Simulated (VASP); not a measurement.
# IrF (P-6m2) in VASP: notebook

The runs below take IrF through single point, with PBE.

Program: VASP 6.6.1. These are calculated values, not measurements. Logs are shortened: lines on timing, memory, paths and dates and some standing lists are left out, and cuts for length are marked.

### 1 The cell of the first run

Symmetry: P-6m2, No. 187, hexagonal system. Conventional cell: a = 2.604 Å, b = 2.604 Å, c = 4.415 Å, α = 90.00°, β = 90.00°, γ = 120.00°. Within 3.4 Å of Ir (site symmetry -6m2) lie 6 Ir at 2.60 Å and 6 F at 2.67 Å. Within 3.4 Å of F (site symmetry -6m2) lie 6 F at 2.60 Å and 6 Ir at 2.67 Å.

The cell was generated, and may not be a known phase.

### 2 Single point, PBE, collinear spin

INCAR

```
SYSTEM = IrF
  PREC = Accurate
  ENCUT = 520
  EDIFF = 1E-6
  ISMEAR = 0
  SIGMA = 0.1
  LREAL = .FALSE.
  LASPH = .TRUE.
  NELM = 150
  ALGO = Normal
  ISIF = 2
  LWAVE = .FALSE.
  LCHARG = .TRUE.
  ISPIN = 2
  MAGMOM = 1 0
  LORBIT = 11
  LMAXMIX = 4
  GGA = PE
  LELF = .TRUE.
  LVHAR = .TRUE.
  NBANDS = 19
```

KPOINTS

```
regular mesh
0
G
  6 6 4
  0 0 0
```

POSCAR

```
IrF
1.0
    2.6037899400      0.0000000000      0.0000000000
   -1.3018949700      2.2549482400      0.0000000000
    0.0000000000      0.0000000000      4.4154837400
Ir F
1 1
Direct
    0.6666666700      0.3333333300      0.0000000000
    0.0000000000      0.0000000000      0.5000000000
```

Potentials or basis: VASP PAW PBE potentials, release 64 (Ir, F).

Started as:

```
$ cat potpaw_PBE.64/Ir/POTCAR potpaw_PBE.64/F/POTCAR > POTCAR
$ mpirun -np 1 vasp_std > vasp.out
```

OUTCAR:

```text
SYSTEM = IrF
   PREC = Accurate
   ENCUT = 520
   EDIFF = 1E-6
   ISMEAR = 0
   LREAL = .FALSE.
   LASPH = .TRUE.
   NELM = 150
   ISIF = 2
   ISPIN = 2
   LORBIT = 11
   GGA = PE

 ion  position               nearest neighbor table
   1  0.667  0.333  0.000-
   2  0.000  0.000  0.500-

  LATTYP: Found a hexagonal cell.
 ALAT       =     2.6037899400
 C/A-ratio  =     1.6957910745

  Lattice vectors:

 A1 = (   2.6037899400,   0.0000000000,   0.0000000000)
 A2 = (  -1.3018949700,   2.2549482400,   0.0000000000)
 A3 = (   0.0000000000,   0.0000000000,   4.4154837400)

Analysis of symmetry for initial positions (statically):
=====================================================================
 Subroutine PRICEL returns:
 Original cell was already a primitive cell.

 Routine SETGRP: Setting up the symmetry group for a
 hexagonal supercell.

 Subroutine GETGRP returns: Found 12 space group operations
 (whereof 12 operations were pure point group operations)
 out of a pool of 24 trial point group operations.

The static configuration has the point symmetry D_3h.

Analysis of symmetry for dynamics (positions and initial velocities):
=====================================================================
 Subroutine PRICEL returns:
 Original cell was already a primitive cell.

 Routine SETGRP: Setting up the symmetry group for a
 hexagonal supercell.

 Subroutine GETGRP returns: Found 12 space group operations
 (whereof 12 operations were pure point group operations)
 out of a pool of 24 trial point group operations.

The dynamic configuration has the point symmetry D_3h.

Analysis of structural, dynamic, and magnetic symmetry:
=====================================================================
 Subroutine PRICEL returns:
 Original cell was already a primitive cell.

 Routine SETGRP: Setting up the symmetry group for a
 hexagonal supercell.

 Subroutine GETGRP returns: Found 12 space group operations
 (whereof 12 operations were pure point group operations)
 out of a pool of 24 trial point group operations.

The overall configuration has the point symmetry D_3h.

 Subroutine INISYM returns: Found 12 space group operations
 (whereof 12 operations are pure point group operations),
 and found     1 'primitive' translations

----------------------------------------------------------------------------------------

                                     Primitive cell

  volume of cell :      25.9251

[... 108 lines left out ...]
   LORBIT       =     11    0 simple, 1 ext, 2 COOP (PROOUT), +10 PAW based schemes
   GGA     = PE    functional components
   LHFCALC =     F    Hartree Fock is set to
   AEXX    =    0.0000 exact exchange contribution
   IVDW    =     0    specifies the selected vdW correction
   LEPSILON=     F    determine dielectric tensor
   LRPA    =     F    only Hartree local field effects (RPA)
 spin polarized calculation
 Gauss-broadening in eV      SIGMA  =   0.10
  energy-cutoff  :      520.00
  volume of cell :       25.93
 maximum number of plane-waves:       714
 NGX is ok and might be reduce to    20
   NGX =  9   NGY =  9   NGZ = 17

 number of electron      15.9999991 magnetization       0.1645995

 Free energy of the ion-electron system (eV)
  ---------------------------------------------------
  ext. energy  EPLUGINS =         0.00000000
  ---------------------------------------------------
  free energy    TOTEN  =        -9.98090765 eV

  energy without entropy =       -9.96781091  energy(sigma->0) =       -9.97435928

 E-fermi :   4.6616     XC(G=0): -12.0521

 val. band max:        4.6503556344   @ k =   0.1667   0.1667   0.5000
 cond. band min:       4.7022198899   @ k =   0.5000  -0.0000   0.5000
 fundamental gap:      0.0518642555
 Fermi energy:         4.6616433282

 spin component 1

 k-point     1 :       0.0000    0.0000    0.0000
  band No.  band energies     occupation
      1     -17.6574      1.00000
      2      -3.4075      1.00000
      3      -0.2775      1.00000
      4       1.5328      1.00000
      5       1.5328      1.00000
      6       2.8717      1.00000
[... 438 lines left out ...]
      5       1.3480      1.00000
      6       1.9274      1.00000
[... 11 lines left out ...]
     18      31.1833      0.00000
     19      32.1737      0.00000
 Fermi energy:         4.6616433282

 spin component 2

 k-point     1 :       0.0000    0.0000    0.0000
  band No.  band energies     occupation
      1     -17.6313      1.00000
      2      -3.3786      1.00000
      3      -0.2590      1.00000
      4       1.5949      1.00000
      5       1.5949      1.00000
      6       3.0533      1.00000
[... 439 lines left out ...]
      6       2.0161      1.00000
[... 11 lines left out ...]
     18      31.1966      0.00000
     19      32.1863      0.00000

------------------------ aborting loop because EDIFF is reached ----------------------------------------

  FORCE on cell =-STRESS in cart. coord.  units (eV):
  Direction    XX          YY          ZZ          XY          YZ          ZX
  --------------------------------------------------------------------------------------
  -------------------------------------------------------------------------------------
  Total        1.0767116      1.0767116     -2.8602309     -0.0000000      0.0000000      0.0000000
  in kB       66.5409729     66.5409732   -176.7627965     -0.0000000      0.0000000      0.0000000
  external PRESSURE =     -14.5602835 kB  Pullay stress =       0.0000000 kB

 VOLUME and BASIS-vectors are now :
 -----------------------------------------------------------------------------
  energy-cutoff  :      520.00
  volume of cell :       25.93
      direct lattice vectors                 reciprocal lattice vectors
     2.603789940  0.000000000  0.000000000     0.384055559  0.221734580  0.000000000
    -1.301894970  2.254948240  0.000000000     0.000000000  0.443469159  0.000000000
     0.000000000  0.000000000  4.415483740     0.000000000  0.000000000  0.226475752

 POSITION                                       TOTAL-FORCE (eV/Angst)
 -----------------------------------------------------------------------------------
      1.30189      0.75165      0.00000         0.000000      0.000000      0.000000
      0.00000      0.00000      2.20774        -0.000000      0.000000      0.000000
 -----------------------------------------------------------------------------------
    total drift:                               -0.000000      0.000000      0.000000

  FREE ENERGIE OF THE ION-ELECTRON SYSTEM (eV)
  ---------------------------------------------------
  free  energy   TOTEN  =        -9.9809076540 eV

  energy  without entropy=       -9.9678109104  energy(sigma->0) =       -9.97435928

 total charge

# of ion       s       p       d       tot
------------------------------------------
    1        0.584   0.517   6.882   7.982
    2        1.761   4.197   0.000   5.957
--------------------------------------------------
tot          2.344   4.713   6.882  13.939

 magnetization (x)

# of ion       s       p       d       tot
------------------------------------------
    1        0.006  -0.003   0.140   0.143
    2        0.000   0.014   0.000   0.014
--------------------------------------------------
tot          0.006   0.011   0.140   0.158
```

stdout:

```text
POSCAR found type information on POSCAR IrF
 POSCAR found :  2 types and       2 ions
 scaLAPACK will be used
 LDA part: xc-table for (Slater+PW92), standard interpolation
 POSCAR, INCAR and KPOINTS ok, starting setup
 FFT: planning ... GRIDC
 FFT: planning ... GRID_SOFT
 FFT: planning ... GRID
 WAVECAR not read
 entering main loop
```

Wall time 52 s (1 thread of Intel Xeon 8259CL, shared host); peak memory 0.16 GiB.

What came out:

| Property | Result |
| --- | --- |
| Free energy | -9.9809 eV |
| Pressure | -1.5 GPa |
| Net moment | 0.16 μB per cell |
| Site moments | Ir +0.14; F +0.01 μB |
| Valence electrons inside the program's atomic spheres | Ir 7.98; F 5.96 |

Stress tensor (GPa, compression positive):
```
  6.65   0.00   0.00
  0.00   6.65   0.00
  0.00   0.00 -17.68
```

Levels at points of the mesh, in eV from the Fermi level:
Spin up:
| k point | band 4 | band 5 | band 6 | band 7 | band 8 | band 9 | band 10 | band 11 | band 12 | band 13 |
| --- | --- | --- | --- | --- | --- | --- | --- | --- | --- | --- |
| (0.00, 0.00, 0.00) | -3.13 | -3.13 | -1.79 | -1.43 | -1.43 | 0.43 | 0.43 | 7.28 | 14.30 | 17.49 |
| (0.50, 0.00, 0.00) | -5.06 | -2.11 | -1.56 | -0.56 | 0.11 | 2.24 | 3.27 | 9.29 | 10.74 | 16.56 |
| (0.00, 0.00, 0.50) | -3.05 | -3.05 | -1.62 | -1.62 | 0.52 | 0.52 | 1.34 | 3.91 | 15.56 | 17.11 |
| (0.50, 0.00, 0.50) | -3.77 | -3.37 | -2.48 | -0.60 | -0.05 | 2.24 | 4.03 | 9.01 | 11.42 | 15.61 |
Spin down:
| k point | band 4 | band 5 | band 6 | band 7 | band 8 | band 9 | band 10 | band 11 | band 12 | band 13 |
| --- | --- | --- | --- | --- | --- | --- | --- | --- | --- | --- |
| (0.00, 0.00, 0.00) | -3.07 | -3.07 | -1.61 | -1.40 | -1.40 | 0.53 | 0.53 | 7.32 | 14.32 | 17.49 |
| (0.50, 0.00, 0.00) | -5.01 | -2.08 | -1.52 | -0.45 | 0.29 | 2.32 | 3.27 | 9.36 | 10.81 | 16.58 |
| (0.00, 0.00, 0.50) | -2.99 | -2.99 | -1.58 | -1.58 | 0.63 | 0.63 | 1.46 | 3.95 | 15.57 | 17.11 |
| (0.50, 0.00, 0.50) | -3.74 | -3.31 | -2.43 | -0.40 | 0.04 | 2.32 | 4.04 | 9.08 | 11.49 | 15.63 |

Caveat: the k points lie up to 0.46 Å⁻¹ apart; a moment this small can come from the mesh or the smearing; spin-orbit coupling is left out, which moves the levels of the heavy elements.

### 3 Single point, PBE, collinear spin

This run uses another cell than the first one, of 12.56 Å³/atom.

INCAR

```
SYSTEM = IrF
PREC = Accurate ; ENCUT = 520
EDIFF = 1E-6 ; ISMEAR = 0
SIGMA = 0.1 ; LREAL = .FALSE.
LASPH = .TRUE. ; NELM = 150
ALGO = Normal ; ISIF = 2
LWAVE = .FALSE. ; LCHARG = .FALSE.
ISPIN = 2 ; MAGMOM = 0.15 0
LORBIT = 11 ; LMAXMIX = 4
GGA = PE ; NBANDS = 19
```

KPOINTS

```
Automatic mesh
0
G
  24 24 12
  0 0 0
```

POSCAR

```
IrF
1.0
    2.6438607988      0.0000000000      0.0000000000
   -1.3219303994      2.2896506158      0.0000000000
    0.0000000000      0.0000000000      4.1492518508
Ir F
1 1
Direct
    0.6666666667      0.3333333333      0.0000000000
    0.0000000000      0.0000000000      0.5000000000
```

Potentials or basis: VASP PAW PBE potentials, release 64 (Ir, F).

Started as:

```
$ cat potpaw_PBE.64/Ir/POTCAR potpaw_PBE.64/F/POTCAR > POTCAR
$ mpirun -np 1 vasp_std > vasp.out
```

OUTCAR:

```text
SYSTEM = IrF
   PREC = Accurate
   ENCUT = 520
   EDIFF = 1E-6
   ISMEAR = 0
   LREAL = .FALSE.
   LASPH = .TRUE.
   NELM = 150
   ISIF = 2
   ISPIN = 2
   LORBIT = 11
   GGA = PE

 ion  position               nearest neighbor table
   1  0.667  0.333  0.000-   2 2.58   2 2.58   2 2.58   2 2.58   2 2.58   2 2.58
   2  0.000  0.000  0.500-   1 2.58   1 2.58   1 2.58   1 2.58   1 2.58   1 2.58

  LATTYP: Found a hexagonal cell.
 ALAT       =     2.6438607988
 C/A-ratio  =     1.5693911921

  Lattice vectors:

 A1 = (   2.6438607988,   0.0000000000,   0.0000000000)
 A2 = (  -1.3219303994,   2.2896506158,   0.0000000000)
 A3 = (   0.0000000000,   0.0000000000,   4.1492518508)

Analysis of symmetry for initial positions (statically):
=====================================================================
 Subroutine PRICEL returns:
 Original cell was already a primitive cell.

 Routine SETGRP: Setting up the symmetry group for a
 hexagonal supercell.

 Subroutine GETGRP returns: Found 12 space group operations
 (whereof 12 operations were pure point group operations)
 out of a pool of 24 trial point group operations.

The static configuration has the point symmetry D_3h.

Analysis of symmetry for dynamics (positions and initial velocities):
=====================================================================
 Subroutine PRICEL returns:
 Original cell was already a primitive cell.

 Routine SETGRP: Setting up the symmetry group for a
 hexagonal supercell.

 Subroutine GETGRP returns: Found 12 space group operations
 (whereof 12 operations were pure point group operations)
 out of a pool of 24 trial point group operations.

The dynamic configuration has the point symmetry D_3h.

Analysis of structural, dynamic, and magnetic symmetry:
=====================================================================
 Subroutine PRICEL returns:
 Original cell was already a primitive cell.

 Routine SETGRP: Setting up the symmetry group for a
 hexagonal supercell.

[... 147 lines left out ...]
  ext. energy  EPLUGINS =         0.00000000
  ---------------------------------------------------
  free energy    TOTEN  =       -10.08873891 eV

  energy without entropy =      -10.07717012  energy(sigma->0) =      -10.08295451

 E-fermi :   5.3328     XC(G=0): -12.2548

 val. band max:        5.3326355729   @ k =   0.4167   0.0417   0.2500
 cond. band min:       5.3329872162   @ k =   0.1667   0.1250   0.3333
 fundamental gap:      0.0003516433
 Fermi energy:         5.3328083874

 spin component 1

 k-point     1 :       0.0000    0.0000    0.0000
  band No.  band energies     occupation
      1     -17.8197      1.00000
      2      -2.2924      1.00000
      3      -0.2503      1.00000
      4       2.1459      1.00000
      5       2.1459      1.00000
      6       3.2892      1.00000
[... 517 lines left out ...]
     18      31.4489      0.00000
     19      33.8424      0.00000

 [... further k-points ...]

 spin component 2

 k-point     1 :       0.0000    0.0000    0.0000
  band No.  band energies     occupation
      1     -17.8196      1.00000
      2      -2.2922      1.00000
      3      -0.2502      1.00000
      4       2.1462      1.00000
      5       2.1462      1.00000
      6       3.2894      1.00000
[... 517 lines left out ...]
     18      31.4492      0.00000
     19      33.8426      0.00000

 [... further k-points ...]

------------------------ aborting loop because EDIFF is reached ----------------------------------------

  FORCE on cell =-STRESS in cart. coord.  units (eV):
  Direction    XX          YY          ZZ          XY          YZ          ZX
  --------------------------------------------------------------------------------------
  -------------------------------------------------------------------------------------
  Total        0.0332567      0.0332567     -0.0785266     -0.0000000      0.0000000      0.0000000
  in kB        2.1213499      2.1213499     -5.0089832     -0.0000000      0.0000000      0.0000000
  external PRESSURE =      -0.2554278 kB  Pullay stress =       0.0000000 kB

 VOLUME and BASIS-vectors are now :
 -----------------------------------------------------------------------------
  energy-cutoff  :      520.00
  volume of cell :       25.12
      direct lattice vectors                 reciprocal lattice vectors
     2.643860799  0.000000000  0.000000000     0.378234739  0.218373929  0.000000000
    -1.321930399  2.289650616  0.000000000     0.000000000  0.436747857  0.000000000
     0.000000000  0.000000000  4.149251851     0.000000000  0.000000000  0.241007303

 POSITION                                       TOTAL-FORCE (eV/Angst)
 -----------------------------------------------------------------------------------
      1.32193      0.76322      0.00000         0.000000      0.000000      0.000000
      0.00000      0.00000      2.07463         0.000000     -0.000000      0.000000
 -----------------------------------------------------------------------------------
    total drift:                                0.000000     -0.000000      0.000000

  FREE ENERGIE OF THE ION-ELECTRON SYSTEM (eV)
  ---------------------------------------------------
  free  energy   TOTEN  =       -10.0887389117 eV

  energy  without entropy=      -10.0771701164  energy(sigma->0) =      -10.08295451

 total charge

# of ion       s       p       d       tot
------------------------------------------
    1        0.556   0.473   6.905   7.934
    2        1.763   4.212   0.000   5.975
--------------------------------------------------
tot          2.319   4.685   6.905  13.910

 magnetization (x)

# of ion       s       p       d       tot
------------------------------------------
    1        0.000   0.000   0.001   0.001
    2       -0.000   0.000   0.000   0.000
--------------------------------------------------
tot          0.000   0.000   0.001   0.001
```

Run time: 8.5 min. Hardware: 1 thread of Intel Xeon 8259CL, shared host; peak memory 0.4 GiB.

Results:

```yaml
Free_energy: -10.0887 eV
Pressure: 0.0 GPa
Band_gap_on_the_k_mesh: zero (filled and empty bands overlap)
Net_moment: 0.00 μB per cell
Valence_electrons_inside_the_program's_atomic_spheres: Ir 7.93; F 5.97
```

Levels at points of the mesh, in eV from the Fermi level:
Spin up:
| k point | band 6 | band 7 | band 8 | band 9 | band 10 | band 11 |
| --- | --- | --- | --- | --- | --- | --- |
| (0.00, 0.00, 0.00) | -2.04 | -2.04 | -1.50 | 0.39 | 0.39 | 8.24 |
| (0.50, 0.00, 0.00) | -1.40 | -0.54 | 0.30 | 2.20 | 3.37 | 8.96 |
| (0.00, 0.00, 0.50) | -2.62 | -2.62 | 0.52 | 0.52 | 1.71 | 4.31 |
| (0.50, 0.00, 0.50) | -3.08 | -0.50 | 0.10 | 2.19 | 4.30 | 8.71 |
Spin down:
```
           k point  band 5  band 6  band 7  band 8  band 9  band 10  band 11  band 12
(0.00, 0.00, 0.00)   -3.19   -2.04   -2.04   -1.50    0.39     0.39     8.24    14.08
(0.50, 0.00, 0.00)   -3.06   -1.40   -0.54    0.30    2.20     3.37     8.96    11.24
(0.00, 0.00, 0.50)   -2.77   -2.62   -2.62    0.52    0.52     1.71     4.31    15.50
(0.50, 0.00, 0.50)   -3.47   -3.08   -0.50    0.10    2.19     4.30     8.71    11.58
```

Caveat: spin-orbit coupling is left out, which moves the levels of the heavy elements.

The gap in the log of VASP goes by the Fermi energy; the results here count the filled bands.